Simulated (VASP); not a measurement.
BN: single point with PBE

The system is BN.

```
B N
1.0
     2.17560   -1.25608   -0.00735
     2.17560    1.25608   -0.00735
    -1.41376    0.00000    4.18272
B N
1 1
Direct
  0.00044 0.00044 0.00133
  0.66713 0.66713 0.00137
```

```yaml
Program: VASP 6.6.1
Task: single point
Functional: PBE
Potentials_or_basis: VASP PAW PBE potentials, release 64 (B, N)
Cutoff: 520 eV
k_mesh: 10 × 10 × 6
Occupations: gaussian, width 0.02 eV
Spin: no spin polarisation
```

```yaml
Pressure: 0.1 GPa
Band_gap_on_the_k_mesh: 4.52 eV, indirect (least direct gap 4.97 eV)
```

Stress tensor (GPa, compression positive):
```
 0.12  0.00  0.00
 0.00  0.12  0.00
 0.00  0.00 -0.08
```

Levels at points of the mesh, in eV from the valence-band top:
```csv
k point,band 1,band 2,band 3,band 4,band 5,band 6,band 7,band 8
"(0.00, 0.00, 0.00)",-17.50,-4.76,-1.22,-1.22,4.52,11.64,11.64,12.48
"(0.50, 0.00, 0.00)",-14.43,-8.73,-3.99,-0.70,5.10,9.72,12.46,13.56
"(0.50, 0.50, 0.00)",-14.42,-8.71,-4.00,-0.84,4.71,9.89,13.20,15.01
"(0.00, 0.00, 0.50)",-17.46,-5.36,-1.22,-1.22,7.87,10.19,11.63,11.63
"(0.50, 0.00, 0.50)",-14.42,-8.71,-4.00,-0.84,4.70,9.90,13.23,15.09
"(0.50, 0.50, 0.50)",-14.43,-8.73,-3.99,-0.70,5.08,9.73,12.49,13.61
```

Wall time 31 s on 1 thread of Intel(R) Xeon(R) Platinum 8259CL CPU @ 2.50GHz (Skylake/Cascade Lake), on a shared host, peak memory 0.16 GiB.

Caveat: this functional lacks dispersion, which binds the layers, so the pressure and a relaxed spacing across them are unreliable. A hybrid or GW would open this gap; PBE tends to underestimate it.
